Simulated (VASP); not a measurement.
# BeS (F-43m) in VASP: a series of runs, part 2 of 2

VASP 6.6.1.

## 3. Single point, PBE

This run uses another cell than the first one, of 12.12 Å³/atom, 1.063 times its volume.

Contents of INCAR:

```
  PREC = Accurate
  ENCUT = 520
  EDIFF = 1E-6
  ISMEAR = -1
  SIGMA = 0.03
  LREAL = F
  LASPH = T
  NELM = 80
  ALGO = Normal
  ISIF = 2
  LWAVE = F
  LCHARG = T
  GGA = PE
  LELF = T
  LVHAR = T
  NBANDS = 11
```

Contents of KPOINTS:

```
Automatic mesh
0
Gamma
  10 10 10
```

Contents of POSCAR:

```
BeS
1.0
    0.0000000000      2.2971254752      2.2971254752
    2.2971254752      0.0000000000      2.2971254752
    2.2971254752      2.2971254752      0.0000000000
Be S
1 1
Direct
    0.0000000000      0.0000000000      0.0000000000
    0.2500000000      0.2500000000      0.2500000000
```

Potentials or basis: VASP PAW PBE potentials, release 64 (Be, S).

The run is started by

```console
$ cat potpaw_PBE.64/Be/POTCAR potpaw_PBE.64/S/POTCAR > POTCAR
$ mpirun -np 1 vasp_std > vasp.out
```

OUTCAR:

```text
PREC = Accurate
   ENCUT = 520
   EDIFF = 1E-6
   ISMEAR = -1
   LREAL = F
   LASPH = T
   NELM = 80
   ISIF = 2
   GGA = PE

 ion  position               nearest neighbor table
   1  0.000  0.000  0.000-   2 1.99   2 1.99   2 1.99   2 1.99
   2  0.250  0.250  0.250-   1 1.99   1 1.99   1 1.99   1 1.99

  LATTYP: Found a face centered cubic cell.
 ALAT       =     4.5942509504

  Lattice vectors:

 A1 = (   0.0000000000,   2.2971254752,   2.2971254752)
 A2 = (   2.2971254752,   0.0000000000,   2.2971254752)
 A3 = (   2.2971254752,   2.2971254752,   0.0000000000)

Analysis of symmetry for initial positions (statically):
=====================================================================
 Subroutine PRICEL returns:
 Original cell was already a primitive cell.

 Routine SETGRP: Setting up the symmetry group for a
 face centered cubic supercell.

 Subroutine GETGRP returns: Found 24 space group operations
 (whereof 24 operations were pure point group operations)
 out of a pool of 48 trial point group operations.

The static configuration has the point symmetry T_d .

Analysis of symmetry for dynamics (positions and initial velocities):
=====================================================================
 Subroutine PRICEL returns:
 Original cell was already a primitive cell.

 Routine SETGRP: Setting up the symmetry group for a
 face centered cubic supercell.

 Subroutine GETGRP returns: Found 24 space group operations
 (whereof 24 operations were pure point group operations)
 out of a pool of 48 trial point group operations.

The dynamic configuration has the point symmetry T_d .

 Subroutine INISYM returns: Found 24 space group operations
 (whereof 24 operations are pure point group operations),
 and found     1 'primitive' translations

----------------------------------------------------------------------------------------

                                     Primitive cell

  volume of cell :      24.2429

  direct lattice vectors                    reciprocal lattice vectors
     0.000000000  2.297125475  2.297125475    -0.217663339  0.217663339  0.217663339
     2.297125475  0.000000000  2.297125475     0.217663339 -0.217663339  0.217663339
     2.297125475  2.297125475  0.000000000     0.217663339  0.217663339 -0.217663339

  length of vectors
     3.248626002  3.248626002  3.248626002     0.377003961  0.377003961  0.377003961

  position of ions in fractional coordinates (direct lattice)
     0.000000000  0.000000000  0.000000000
     0.250000000  0.250000000  0.250000000

  ion indices of the primitive-cell ions
   primitive index   ion index
                 1           1
                 2           2

----------------------------------------------------------------------------------------

 KPOINTS: Automatic mesh

Automatic generation of k-mesh.
 Grid dimensions read from file:
 generate k-points for:   10   10   10

 Generating k-lattice:

  Cartesian coordinates                     Fractional coordinates (reciprocal lattice)
    -0.021766334  0.021766334  0.021766334     0.100000000  0.000000000  0.000000000
     0.021766334 -0.021766334  0.021766334     0.000000000  0.100000000  0.000000000
     0.021766334  0.021766334 -0.021766334     0.000000000  0.000000000  0.100000000

  Length of vectors
     0.037700396  0.037700396  0.037700396

  Shift w.r.t. Gamma in fractional coordinates (k-lattice)
     0.000000000  0.000000000  0.000000000

 Subroutine IBZKPT returns following result:
 ===========================================

 Found     47 irreducible k-points:

 Following reciprocal coordinates:
            Coordinates               Weight
  0.000000  0.000000  0.000000      1.000000
  0.100000  0.000000  0.000000      8.000000
  0.200000  0.000000  0.000000      8.000000
  0.300000  0.000000  0.000000      8.000000
  0.400000  0.000000  0.000000      8.000000
  0.500000  0.000000  0.000000      4.000000
[... 16 lines left out ...]
  0.300000  0.300000  0.000000      6.000000
  0.400000  0.300000  0.000000     24.000000
 [... further k-points ...]
   k-points           NKPTS =     47   k-points in BZ     NKDIM =     47   number of bands    NBANDS=     11
   number of dos      NEDOS =    301   number of ions     NIONS =      2
   total plane-waves  NPLWV =  13824
   dimension x,y,z NGX =    24 NGY =   24 NGZ =   24
   dimension x,y,z NGXF=    48 NGYF=   48 NGZF=   48
   ions per type =               1   1
   NGX,Y,Z   is equivalent  to a cutoff of  12.28, 12.28, 12.28 a.u.
   NGXF,Y,Z  is equivalent  to a cutoff of  24.56, 24.56, 24.56 a.u.
 SYSTEM =  unknown system
   PREC   = accura    normal or accurate (medium, high low for compatibility)
   ISTART =      0    job   : 0-new  1-cont  2-samecut
   ICHARG =      2    charge: 1-file 2-atom 10-const
   ISPIN  =      1    spin polarized calculation?
   LNONCOLLINEAR =      F non collinear calculations
   LSORBIT =      F    spin-orbit coupling
   LASPH  =      T    aspherical Exc in radial PAW
   ENCUT  =  520.0 eV  38.22 Ry    6.18 a.u.   6.04  6.04  6.04*2*pi/ulx,y,z
   NELM   =     80;   NELMIN=  2; NELMDL= -5     # of ELM steps
   EDIFF  = 0.1E-05   stopping-criterion for ELM
   LREAL  =      F    real-space projection
   EDIFFG = 0.1E-04   stopping-criterion for IOM
   NSW    =      0    number of steps for IOM
   IBRION =     -1    ionic relax: 0-MD 1-quasi-New 2-CG
   NFREE  =      0    steps in history (QN), initial steepest desc. (CG)
   ISIF   =      2    stress and relaxation
   ISYM   =      2    0-nonsym 1-usesym 2-fastsym
   POTIM  = 0.5000    time-step for ionic-motion
   TEBEG  =    0.0;   TEEND  =   0.0 temperature during run
   PSTRESS=    0.0 pullay stress
   NELECT =       8.0000    total number of electrons
   NUPDOWN=      -1.0000    fix difference up-down
   EMIN   =  10.00;   EMAX   =-10.00  energy-range for DOS
   EFERMI =   0.00;   METHOD = LEGACY
   ISMEAR =    -1;   SIGMA  =   0.03  broadening in eV -4-tet -1-fermi 0-gaus
   EFERMI_NEDOS =   21; number of points for ismear=-14 and -15
   IALGO  =     38    algorithm
   IMIX   =      4    mixing-type and parameters
     AMIX     =   0.40;   BMIX     =  1.00
     AMIX_MAG =   1.60;   BMIX_MAG =  1.00
  volume/ion in A,a.u.               =      12.12        81.80
  Fermi-wavevector in a.u.,A,eV,Ry     =   1.131297  2.137842 17.413195  1.279834
  Thomas-Fermi vector in A             =   2.267996
   LORBIT       =      0    0 simple, 1 ext, 2 COOP (PROOUT), +10 PAW based schemes
   GGA     = PE    functional components
   LHFCALC =     F    Hartree Fock is set to
   AEXX    =    0.0000 exact exchange contribution
   IVDW    =     0    specifies the selected vdW correction
   LEPSILON=     F    determine dielectric tensor
   LRPA    =     F    only Hartree local field effects (RPA)
 non-spin polarized calculation
  energy-cutoff  :      520.00
  volume of cell :       24.24
 maximum number of plane-waves:       666
   NGX = 13   NGY = 13   NGZ = 13

 number of electron       8.0000000 magnetization

 Free energy of the ion-electron system (eV)
  ---------------------------------------------------
  ext. energy  EPLUGINS =         0.00000000
  ---------------------------------------------------
  free energy    TOTEN  =        -9.71411191 eV

  energy without entropy =       -9.71411191  energy(sigma->0) =       -9.71411191

 E-fermi :   6.5491     XC(G=0): -10.4193

 val. band max:        6.0077936718   @ k =   0.0000   0.0000   0.0000
 cond. band min:       8.6892645929   @ k =   0.5000   0.5000   0.0000
 fundamental gap:      2.6814709211
 Fermi energy:         6.5491375328

 k-point     1 :       0.0000    0.0000    0.0000
  band No.  band energies     occupation
      1      -8.8945      2.00000
      2       6.0078      2.00000
      3       6.0078      2.00000
      4       6.0078      2.00000
      5      11.5462      0.00000
      6      11.5462      0.00000
      7      11.5462      0.00000
      8      13.3594      0.00000
      9      19.1202      0.00000
     10      19.1202      0.00000
     11      22.1497      0.00000
[... 309 lines left out ...]
 k-point    24 :       0.4000    0.3000    0.0000
  band No.  band energies     occupation
      1      -6.8620      2.00000
      2       1.1911      2.00000
      3       2.9733      2.00000
      4       3.2836      2.00000
      5       9.8235      0.00000
      6      11.7243      0.00000
      7      17.0010      0.00000
      8      17.0577      0.00000
      9      21.7495      0.00000
     10      22.0411      0.00000
     11      24.4255      0.00000

 [... further k-points ...]
[... 5 lines left out ...]
  --------------------------------------------------------------------------------------
  -------------------------------------------------------------------------------------
  Total        3.5071112      3.5071112      3.5071112      0.0000000      0.0000000      0.0000000
  in kB      231.7800021    231.7800021    231.7800021      0.0000000      0.0000000      0.0000000
  external PRESSURE =     231.7800021 kB  Pullay stress =       0.0000000 kB

 VOLUME and BASIS-vectors are now :
 -----------------------------------------------------------------------------
  energy-cutoff  :      520.00
  volume of cell :       24.24
      direct lattice vectors                 reciprocal lattice vectors
     0.000000000  2.297125475  2.297125475    -0.217663339  0.217663339  0.217663339
     2.297125475  0.000000000  2.297125475     0.217663339 -0.217663339  0.217663339
     2.297125475  2.297125475  0.000000000     0.217663339  0.217663339 -0.217663339

 POSITION                                       TOTAL-FORCE (eV/Angst)
 -----------------------------------------------------------------------------------
      0.00000      0.00000      0.00000         0.000000     -0.000000      0.000000
      1.14856      1.14856      1.14856        -0.000000      0.000000     -0.000000
 -----------------------------------------------------------------------------------
    total drift:                                0.000000      0.000000      0.000000

  FREE ENERGIE OF THE ION-ELECTRON SYSTEM (eV)
  ---------------------------------------------------
  free  energy   TOTEN  =        -9.7141119060 eV

  energy  without entropy=       -9.7141119060  energy(sigma->0) =       -9.71411191
```

stdout:

```text
POSCAR found type information on POSCAR BeS
 POSCAR found :  2 types and       2 ions
 scaLAPACK will be used
 LDA part: xc-table for (Slater+PW92), standard interpolation
 POSCAR, INCAR and KPOINTS ok, starting setup
 FFT: planning ... GRIDC
 FFT: planning ... GRID_SOFT
 FFT: planning ... GRID
 WAVECAR not read
 entering main loop
```

It took 3.7 s on 1 thread of Intel Xeon 6975P-C (Granite Rapids), shared host; peak memory 0.13 GiB.

Results:

* Free energy: -9.7141 eV
* Pressure: 23.2 GPa
* Band gap on the k mesh: 2.68 eV, indirect (least direct gap 5.54 eV)

Levels at points of the mesh, in eV from the valence-band top:
```csv
k point,band 1,band 2,band 3,band 4,band 5,band 6,band 7,band 8,band 9
"(0.00, 0.00, 0.00)",-14.90,0.00,0.00,0.00,5.54,5.54,5.54,7.35,13.11
"(0.50, 0.00, 0.00)",-12.80,-6.93,-1.28,-1.28,6.06,6.46,6.46,11.91,15.69
"(0.50, 0.50, 0.00)",-12.09,-5.92,-3.26,-3.26,2.68,4.70,14.10,14.10,17.11
```

A k mesh can miss the band edges. PBE gaps usually lie below the measured ones, often by a third to a half.

## 4. Single point, PBE

Contents of INCAR:

```
SYSTEM = BeS
  PREC = Accurate
  ENCUT = 520
  EDIFF = 1E-6
  ISMEAR = -1
  SIGMA = 0.03
  LREAL = .FALSE.
  LASPH = .TRUE.
  NELM = 100
  ALGO = Normal
  ISIF = 2
  LWAVE = .FALSE.
  LCHARG = .FALSE.
  GGA = PE
  NBANDS = 11
```

Contents of KPOINTS:

```
Automatic mesh
0
G
  10 10 10
  0 0 0
```

POSCAR is that of step 3.

The run is started by

```console
$ cat potpaw_PBE.64/Be/POTCAR potpaw_PBE.64/S/POTCAR > POTCAR
$ mpirun -np 1 vasp_std > vasp.out
```

Run time: 3.6 s. Hardware: 1 thread of Intel Xeon 6975P-C (Granite Rapids), shared host; peak memory 0.14 GiB.

It converged, with:

| Property | Result |
| --- | --- |
| Free energy | -9.7141 eV |
| Pressure | 23.2 GPa |
| Band gap on the k mesh | 2.68 eV, indirect (least direct gap 5.54 eV) |

Levels at points of the mesh, in eV from the valence-band top:
```tsv
k point	band 1	band 2	band 3	band 4	band 5	band 6	band 7	band 8
(0.00, 0.00, 0.00)	-14.90	0.00	0.00	0.00	5.54	5.54	5.54	7.35
(0.50, 0.00, 0.00)	-12.80	-6.93	-1.28	-1.28	6.06	6.46	6.46	11.91
(0.50, 0.50, 0.00)	-12.09	-5.92	-3.26	-3.26	2.68	4.70	14.10	14.10
```

## 5. Single point, PBE

This run uses another cell than the first one, of 14.26 Å³/atom, 1.250 times its volume.

Contents of INCAR:

```
  PREC = Accurate
  ENCUT = 520
  EDIFF = 1E-7
  ISMEAR = -1
  SIGMA = 0.03
  LREAL = False
  LASPH = True
  NELM = 100
  ALGO = Normal
  ISIF = 2
  LWAVE = False
  LCHARG = False
  GGA = PE
  NBANDS = 11
```

Contents of KPOINTS:

```
regular mesh
0
Gamma
  10 10 10
```

Contents of POSCAR:

```
BeS
1.0
    0.0000000000      2.4250000000      2.4250000000
    2.4250000000      0.0000000000      2.4250000000
    2.4250000000      2.4250000000      0.0000000000
Be S
1 1
Direct
    0.0000000000      0.0000000000      0.0000000000
    0.2500000000      0.2500000000      0.2500000000
```

The run is started by

```console
$ cat potpaw_PBE.64/Be/POTCAR potpaw_PBE.64/S/POTCAR > POTCAR
$ mpirun -np 1 vasp_std > vasp.out
```

Run time: 8.3 s. Hardware: 1 thread of Intel Xeon 6975P-C (Granite Rapids), shared host; peak memory 0.14 GiB.

Results (log left out):

```
Free energy            : -10.0112 eV
Pressure               : 1.5 GPa
Band gap on the k mesh : 3.11 eV, indirect (least direct gap 5.67 eV)
```

Levels at points of the mesh, in eV from the valence-band top:
| k point | band 1 | band 2 | band 3 | band 4 | band 5 | band 6 | band 7 | band 8 |
| --- | --- | --- | --- | --- | --- | --- | --- | --- |
| (0.00, 0.00, 0.00) | -13.69 | 0.00 | 0.00 | 0.00 | 5.67 | 5.67 | 5.67 | 5.89 |
| (0.50, 0.00, 0.00) | -12.08 | -5.79 | -1.03 | -1.03 | 5.48 | 6.56 | 6.56 | 11.21 |
| (0.50, 0.50, 0.00) | -11.54 | -5.02 | -2.64 | -2.64 | 3.11 | 4.92 | 12.78 | 12.78 |

## 6. Summary

```tsv
cell	gap on the mesh (eV)	pressure (GPa)
a = 3.184 Å, angles 60.0°, 2 atoms	2.49	34.7
a = 3.249 Å, angles 60.0°, 2 atoms	2.68	23.2
a = 3.429 Å, angles 60.0°, 2 atoms	3.11	1.5
```

Alike in all rows: task single point; level PBE; potentials or basis VASP PAW PBE potentials, release 64 (Be, S); no spin polarisation; k mesh 10 × 10 × 10; cutoff (eV) 520; smearing fermi-dirac 0.03 eV.

Total energies depend on the potentials used, so only differences within one code and one set of settings carry meaning.
